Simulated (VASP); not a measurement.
# Mg (Im-3m) in VASP: a series of runs

Aim: see how the results for Mg move with the level of theory and the settings. Levels: r2SCAN, r2SCAN0. Tasks: single point.

Everything below comes from runs of VASP 6.6.1. Logs are shortened: lines on timing, memory, paths and dates and some standing lists are left out, and cuts for length are marked.

### Step 1. The cell of the first run

The structure is cubic, space group Im-3m (No. 229). The conventional cell has a = 3.557 Å, b = 3.557 Å, c = 3.557 Å, α = 90.00°, β = 90.00°, γ = 90.00°. Within 4.1 Å of Mg (site symmetry m-3m) lie 14 Mg at 3.08 to 3.56 Å.

This isn't the form of Mg at room conditions, which is hcp.

### Step 2. Single point, r2SCAN

POSCAR

```
Mg
1.0
   -1.7784587594      1.7784587594      1.7784587594
    1.7784587594     -1.7784587594      1.7784587594
    1.7784587594      1.7784587594     -1.7784587594
Mg
1
Direct
    0.0000000000      0.0000000000      0.0000000000
```

INCAR.step1

```
SYSTEM = Mg
ALGO = Normal
EDIFF = 1E-4
ENCUT = 520
GGA = PE
ISMEAR = -1
LASPH = .TRUE.
LCHARG = .FALSE.
LREAL = .FALSE.
LWAVE = .TRUE.
NBANDS = 7
NELM = 80
PREC = Accurate
SIGMA = 0.1
```

INCAR.step2

```
SYSTEM = Mg
ALGO = Normal
EDIFF = 1E-6
ENCUT = 520
ISIF = 2
ISMEAR = -1
ISTART = 1
LASPH = .TRUE.
LCHARG = .TRUE.
LELF = .TRUE.
LMIXTAU = .TRUE.
LREAL = .FALSE.
LVHAR = .TRUE.
LWAVE = .FALSE.
METAGGA = R2SCAN
NBANDS = 7
NELM = 80
PREC = Accurate
SIGMA = 0.1
```

KPOINTS

```
k-points
0
G
  6 6 6
  0 0 0
```

Potentials or basis: VASP PAW PBE potentials, release 64 (Mg).

Run with:

```
cat potpaw_PBE.64/Mg/POTCAR > POTCAR
cp INCAR.step1 INCAR
mpirun -np 1 vasp_std > vasp.out
cp INCAR.step2 INCAR
mpirun -np 1 vasp_std > vasp.out
```

OUTCAR:

```text
SYSTEM = Mg
   EDIFF = 1E-6
   ENCUT = 520
   ISIF = 2
   ISMEAR = -1
   ISTART = 1
   LASPH = .TRUE.
   LREAL = .FALSE.
   METAGGA = R2SCAN
   NELM = 80
   PREC = Accurate

 ion  position               nearest neighbor table
   1  0.000  0.000  0.000-

  LATTYP: Found a body centered cubic cell.
 ALAT       =     3.5569175188

  Lattice vectors:

 A1 = (  -1.7784587594,   1.7784587594,   1.7784587594)
 A2 = (   1.7784587594,  -1.7784587594,   1.7784587594)
 A3 = (   1.7784587594,   1.7784587594,  -1.7784587594)

Analysis of symmetry for initial positions (statically):
=====================================================================
 Subroutine PRICEL returns:
 Original cell was already a primitive cell.

 Routine SETGRP: Setting up the symmetry group for a
 body centered cubic supercell.

 Subroutine GETGRP returns: Found 48 space group operations
 (whereof 48 operations were pure point group operations)
 out of a pool of 48 trial point group operations.

The static configuration has the point symmetry O_h .

Analysis of symmetry for dynamics (positions and initial velocities):
=====================================================================
 Subroutine PRICEL returns:
 Original cell was already a primitive cell.

 Routine SETGRP: Setting up the symmetry group for a
 body centered cubic supercell.

 Subroutine GETGRP returns: Found 48 space group operations
 (whereof 48 operations were pure point group operations)
 out of a pool of 48 trial point group operations.

The dynamic configuration has the point symmetry O_h .

 Subroutine INISYM returns: Found 48 space group operations
 (whereof 48 operations are pure point group operations),
 and found     1 'primitive' translations

----------------------------------------------------------------------------------------

                                     Primitive cell

  volume of cell :      22.5005

  direct lattice vectors                    reciprocal lattice vectors
    -1.778458759  1.778458759  1.778458759     0.000000000  0.281142308  0.281142308
     1.778458759 -1.778458759  1.778458759     0.281142308  0.000000000  0.281142308
     1.778458759  1.778458759 -1.778458759     0.281142308  0.281142308  0.000000000

  length of vectors
     3.080380930  3.080380930  3.080380930     0.397595265  0.397595265  0.397595265

  position of ions in fractional coordinates (direct lattice)
     0.000000000  0.000000000  0.000000000

  ion indices of the primitive-cell ions
   primitive index   ion index
                 1           1

----------------------------------------------------------------------------------------

 KPOINTS: k-points

Automatic generation of k-mesh.
 Grid dimensions read from file:
 generate k-points for:    6    6    6

 Generating k-lattice:

  Cartesian coordinates                     Fractional coordinates (reciprocal lattice)
     0.000000000  0.046857051  0.046857051     0.166666667  0.000000000  0.000000000
     0.046857051  0.000000000  0.046857051     0.000000000  0.166666667  0.000000000
     0.046857051  0.046857051  0.000000000     0.000000000  0.000000000  0.166666667

  Length of vectors
     0.066265877  0.066265877  0.066265877

  Shift w.r.t. Gamma in fractional coordinates (k-lattice)
     0.000000000  0.000000000  0.000000000

 Subroutine IBZKPT returns following result:
 ===========================================

 Found     16 irreducible k-points:

 Following reciprocal coordinates:
            Coordinates               Weight
  0.000000  0.000000  0.000000      1.000000
  0.166667  0.000000  0.000000     12.000000
  0.333333  0.000000  0.000000     12.000000
  0.500000  0.000000  0.000000      6.000000
  0.166667  0.166667  0.000000     24.000000
  0.333333  0.166667 -0.000000     48.000000
[... 8 lines left out ...]
  0.500000  0.500000  0.333333     12.000000
  0.500000  0.500000  0.500000      1.000000
   k-points           NKPTS =     16   k-points in BZ     NKDIM =     16   number of bands    NBANDS=      7
   number of dos      NEDOS =    301   number of ions     NIONS =      1
   total plane-waves  NPLWV =  13824
   dimension x,y,z NGX =    24 NGY =   24 NGZ =   24
   dimension x,y,z NGXF=    48 NGYF=   48 NGZF=   48
   ions per type =               1
   NGX,Y,Z   is equivalent  to a cutoff of  12.95, 12.95, 12.95 a.u.
   NGXF,Y,Z  is equivalent  to a cutoff of  25.91, 25.91, 25.91 a.u.
 SYSTEM =  Mg
   PREC   = accura    normal or accurate (medium, high low for compatibility)
   ISTART =      1    job   : 0-new  1-cont  2-samecut
   ICHARG =      0    charge: 1-file 2-atom 10-const
   ISPIN  =      1    spin polarized calculation?
   LNONCOLLINEAR =      F non collinear calculations
   LSORBIT =      F    spin-orbit coupling
   LASPH  =      T    aspherical Exc in radial PAW
   ENCUT  =  520.0 eV  38.22 Ry    6.18 a.u.   5.73  5.73  5.73*2*pi/ulx,y,z
   NELM   =     80;   NELMIN=  2; NELMDL=  0     # of ELM steps
   EDIFF  = 0.1E-05   stopping-criterion for ELM
   LREAL  =      F    real-space projection
   EDIFFG = 0.1E-04   stopping-criterion for IOM
   NSW    =      0    number of steps for IOM
   IBRION =     -1    ionic relax: 0-MD 1-quasi-New 2-CG
   NFREE  =      0    steps in history (QN), initial steepest desc. (CG)
   ISIF   =      2    stress and relaxation
   ISYM   =      2    0-nonsym 1-usesym 2-fastsym
   POTIM  = 0.5000    time-step for ionic-motion
   TEBEG  =    0.0;   TEEND  =   0.0 temperature during run
   PSTRESS=    0.0 pullay stress
   NELECT =       2.0000    total number of electrons
   NUPDOWN=      -1.0000    fix difference up-down
   EMIN   =  10.00;   EMAX   =-10.00  energy-range for DOS
   EFERMI =   0.00;   METHOD = LEGACY
   ISMEAR =    -1;   SIGMA  =   0.10  broadening in eV -4-tet -1-fermi 0-gaus
   EFERMI_NEDOS =   21; number of points for ismear=-14 and -15
   IALGO  =     38    algorithm
   IMIX   =      4    mixing-type and parameters
     AMIX     =   0.40;   BMIX     =  1.00
     AMIX_MAG =   1.60;   BMIX_MAG =  1.00
  volume/ion in A,a.u.               =      22.50       151.84
  Fermi-wavevector in a.u.,A,eV,Ry     =   0.730614  1.380659  7.262737  0.533796
  Thomas-Fermi vector in A             =   1.822627
   LORBIT       =      0    0 simple, 1 ext, 2 COOP (PROOUT), +10 PAW based schemes
   METAGGA = R2SCAN    functional components
   LHFCALC =     F    Hartree Fock is set to
   AEXX    =    0.0000 exact exchange contribution
   IVDW    =     0    specifies the selected vdW correction
   LEPSILON=     F    determine dielectric tensor
   LRPA    =     F    only Hartree local field effects (RPA)
 non-spin polarized calculation
  energy-cutoff  :      520.00
  volume of cell :       22.50
 maximum number of plane-waves:       620
   NGX = 11   NGY = 11   NGZ = 11

 number of electron       2.0000000 magnetization

 Free energy of the ion-electron system (eV)
  ---------------------------------------------------
  ext. energy  EPLUGINS =         0.00000000
  ---------------------------------------------------
  free energy    TOTEN  =        -4.13209106 eV

  energy without entropy =       -4.11964117  energy(sigma->0) =       -4.12586612

 E-fermi :   2.8630     XC(G=0):  -9.1060

 val. band max:        2.5791157929   @ k =   0.5000   0.5000   0.1667
 cond. band min:       3.0068632022   @ k =   0.3333   0.3333   0.0000
 fundamental gap:      0.4277474092
 Fermi energy:         2.8630351148

 k-point     1 :       0.0000    0.0000    0.0000
  band No.  band energies     occupation
      1      -4.7224      2.00000
      2      16.8165      0.00000
      3      16.8165      0.00000
      4      16.8166      0.00000
      5      18.9954      0.00000
      6      18.9954      0.00000
      7      19.4502      0.00000

 k-point     2 :       0.1667    0.0000    0.0000
  band No.  band energies     occupation
      1      -4.0191      2.00000
      2      11.8372      0.00000
      3      14.6582      0.00000
      4      15.0793      0.00000
      5      16.2844      0.00000
      6      17.3334      0.00000
      7      20.0837      0.00000

 k-point     3 :       0.3333    0.0000    0.0000
  band No.  band energies     occupation
      1      -1.9402      2.00000
      2       6.1290      0.00000
      3      12.6862      0.00000
      4      13.5384      0.00000
      5      14.4351      0.00000
      6      15.9806      0.00000
      7      21.8006      0.00000

 k-point     4 :       0.5000    0.0000    0.0000
  band No.  band energies     occupation
      1       1.0586      2.00000
      2       1.9106      1.99985
      3      12.0085      0.00000
      4      13.0163      0.00000
      5      13.8199      0.00000
      6      15.4104      0.00000
      7      23.4694      0.00000

 k-point     5 :       0.1667    0.1667    0.0000
  band No.  band energies     occupation
      1      -2.6277      2.00000
      2       8.8856      0.00000
      3       9.8385      0.00000
      4      13.4336      0.00000
      5      16.8051      0.00000
      6      17.9369      0.00000
      7      21.2009      0.00000
[... 81 lines left out ...]
 k-point    14 :      -0.3333    0.3333    0.3333
  band No.  band energies     occupation
      1       0.7633      2.00000
      2       8.1770      0.00000
      3       8.1770      0.00000
      4       8.3426      0.00000
      5      11.1561      0.00000
      6      17.0420      0.00000
      7      22.2886      0.00000

 k-point    15 :       0.5000    0.5000    0.3333
  band No.  band energies     occupation
      1       3.6666      0.00065
      2       4.4649      0.00000
      3       7.5684      0.00000
      4       8.8278      0.00000
      5      11.5624      0.00000
      6      13.9319      0.00000
      7      22.4785      0.00000

 k-point    16 :       0.5000    0.5000    0.5000
  band No.  band energies     occupation
      1       6.9323      0.00000
      2       6.9323      0.00000
      3       6.9623      0.00000
      4       6.9623      0.00000
      5       6.9624      0.00000
      6      11.5586      0.00000
      7      27.8425      0.00000

------------------------ aborting loop because EDIFF is reached ----------------------------------------

  FORCE on cell =-STRESS in cart. coord.  units (eV):
  Direction    XX          YY          ZZ          XY          YZ          ZX
  --------------------------------------------------------------------------------------
  -------------------------------------------------------------------------------------
  Total       -0.0103206     -0.0103206     -0.0103206      0.0000000      0.0000000     -0.0000000
  in kB       -0.7348914     -0.7348914     -0.7348914      0.0000000      0.0000000     -0.0000000
  external PRESSURE =      -0.7348914 kB  Pullay stress =       0.0000000 kB

 VOLUME and BASIS-vectors are now :
 -----------------------------------------------------------------------------
  energy-cutoff  :      520.00
  volume of cell :       22.50
      direct lattice vectors                 reciprocal lattice vectors
    -1.778458759  1.778458759  1.778458759     0.000000000  0.281142308  0.281142308
     1.778458759 -1.778458759  1.778458759     0.281142308  0.000000000  0.281142308
     1.778458759  1.778458759 -1.778458759     0.281142308  0.281142308  0.000000000

 POSITION                                       TOTAL-FORCE (eV/Angst)
 -----------------------------------------------------------------------------------
      0.00000      0.00000      0.00000        -0.000000     -0.000000      0.000000
 -----------------------------------------------------------------------------------
    total drift:                                0.000000      0.000000      0.000000

  FREE ENERGIE OF THE ION-ELECTRON SYSTEM (eV)
  ---------------------------------------------------
  free  energy   TOTEN  =        -4.1320910639 eV

  energy  without entropy=       -4.1196411662  energy(sigma->0) =       -4.12586612
```

Run time: 5.6 s. Hardware: 1 thread of Intel Xeon 6975P-C (Granite Rapids), shared host; peak memory 0.13 GiB.

Results:

```yaml
Free_energy: -4.1321 eV
Pressure: -0.1 GPa
Band_gap_on_the_k_mesh: zero (bands 1 and 2 overlap by 5.02 eV)
```

Levels at points of the mesh, in eV from the Fermi level:
| k point | band 1 | band 2 | band 3 | band 4 | band 5 | band 6 |
| --- | --- | --- | --- | --- | --- | --- |
| (0.00, 0.00, 0.00) | -7.59 | 13.95 | 13.95 | 13.95 | 16.13 | 16.13 |
| (0.50, 0.00, 0.00) | -1.80 | -0.95 | 9.15 | 10.15 | 10.96 | 12.55 |
| (0.50, 0.50, 0.50) | 4.07 | 4.07 | 4.10 | 4.10 | 4.10 | 8.70 |

Caveat: the k points lie up to 0.42 Å⁻¹ apart, too coarse for converged energies and pressures of a metal; the PAW data sets were made with another functional, which shifts forces and pressure a little.

### Step 3. Single point, r2SCAN0

POSCAR is that of step 2.

INCAR.step1

```
SYSTEM = Mg
ALGO     = Normal         ! electronic algorithm
EDIFF    = 1E-5           ! SCF threshold, eV
ENCUT    = 520            ! plane-wave cutoff, eV
GGA      = PE             ! functional
ISIF     = 2              ! what is computed and relaxed
ISMEAR   = -1             ! smearing method
LASPH    = .TRUE.         ! aspherical terms in the spheres
LREAL    = .FALSE.        ! projectors in reciprocal space
LWAVE    = .TRUE.         ! write WAVECAR
NBANDS   = 7              ! bands
NELM     = 60             ! most SCF steps
PREC     = Accurate       ! precision mode
SIGMA    = 0.1            ! smearing width, eV
```

INCAR.step2

```
SYSTEM = Mg
AEXX     = 0.25           ! exact-exchange fraction
ALGO     = Normal         ! electronic algorithm
EDIFF    = 1E-7           ! SCF threshold, eV
ENCUT    = 520            ! plane-wave cutoff, eV
ISIF     = 2              ! what is computed and relaxed
ISMEAR   = -1             ! smearing method
ISTART   = 1            
LASPH    = .TRUE.         ! aspherical terms in the spheres
LCHARG   = .TRUE.         ! write CHGCAR
LELF     = .TRUE.         ! ELF
LHFCALC  = .TRUE.         ! exact exchange
LMIXTAU  = .TRUE.       
LREAL    = .FALSE.        ! projectors in reciprocal space
LVHAR    = .TRUE.       
LWAVE    = .FALSE.        ! write WAVECAR
METAGGA  = R2SCAN         ! meta-GGA
NBANDS   = 7              ! bands
NELM     = 60             ! most SCF steps
PREC     = Accurate       ! precision mode
PRECFOCK = Normal       
SIGMA    = 0.1            ! smearing width, eV
```

KPOINTS is that of step 2.

Potentials or basis: VASP PAW PBE potentials, release 64 (Mg).

Run with:

```
cat potpaw_PBE.64/Mg/POTCAR > POTCAR
cp INCAR.step1 INCAR
mpirun -np 1 vasp_std > vasp.out
cp INCAR.step2 INCAR
mpirun -np 1 vasp_std > vasp.out
```

It took 56 s on 1 thread of Intel Xeon 6975P-C (Granite Rapids), shared host; peak memory 0.15 GiB.

Results (log left out):

| Property | Result |
| --- | --- |
| Free energy | -3.5243 eV |
| Pressure | 0.0 GPa |
| Band gap on the k mesh | zero (bands 1 and 2 overlap by 6.91 eV) |

Levels at points of the mesh, in eV from the Fermi level:
```
           k point  band 1  band 2  band 3  band 4  band 5  band 6
(0.00, 0.00, 0.00)   -9.15   14.57   14.57   14.57   16.64   16.64
(0.50, 0.00, 0.00)   -2.55   -1.57    9.79   10.72   11.51   13.08
(0.50, 0.50, 0.50)    5.34    5.34    5.34    5.38    5.38    9.59
```

Caveat: the k points lie up to 0.42 Å⁻¹ apart, too coarse for converged energies and pressures of a metal; the PAW data sets were made with another functional, which shifts forces and pressure a little.
